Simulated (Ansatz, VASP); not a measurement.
One calculation of Cd, two programs

The input INCAR:

```
SYSTEM = Cd
  PREC = Accurate
  ENCUT = 520
  EDIFF = 1E-8
  ISMEAR = -1
  SIGMA = 0.03
  LREAL = .False.
  LASPH = .True.
  NELM = 60
  ALGO = Normal
  ISIF = 2
  LWAVE = .False.
  LCHARG = .False.
  GGA = PE
  LEFG = .True.
  NBANDS = 12
```

File KPOINTS:

```
Automatic mesh
0
Gamma
  14 14 14
  0 0 0
```

POSCAR

```
Cd
1.0
    0.0000000000      2.2268005103      2.2268005103
    2.2268005103      0.0000000000      2.2268005103
    2.2268005103      2.2268005103      0.0000000000
Cd
1
Direct
    0.0000000000      0.0000000000      0.0000000000
```

Input for Ansatz:

```yaml
crystal:
  lattice:
    - [0.0, 2.2268005103, 2.2268005103]
    - [2.2268005103, 0.0, 2.2268005103]
    - [2.2268005103, 2.2268005103, 0.0]
  atoms:
    - { symbol: Cd, position: [0.0, 0.0, 0.0] }
kpoints:
  mp_grid: { grid: [14, 14, 14] }
scf:
  occupations: { method: fermi_dirac, width: 0.03 }
hamiltonian:
  xc: pbe
  pseudopotentials: { kind: paw }
output:
  forces: true
  stress: true
  eigenvalues: true
  efg: { contact_densities: true }
```

Change from the starting cell: volume scaled by 0.97, PAW files.

Alike in both runs: task electric field gradients; functional PBE; k mesh 14 × 14 × 14; occupations fermi-dirac, width 0.03 eV; no spin polarisation.

|  | VASP | Ansatz |
| --- | --- | --- |
| version | VASP 6.6.1 | Ansatz 0.2.0 |
| potentials or method | VASP PAW PBE potentials, release 64 (Cd) | PAW with Ansatz's default frozen-core files, scalar-relativistic |
| plane-wave cutoff (eV) | 520 | 420 |
| valence electrons in the cell | 12 | 20 |

```tsv
	VASP	Ansatz	Ansatz less VASP
pressure (GPa)	1.7	1.5	-0.28
```

VASP's potentials hold 12 valence electrons a cell and Ansatz's 20, so a difference there can come from the potentials and not from the codes.
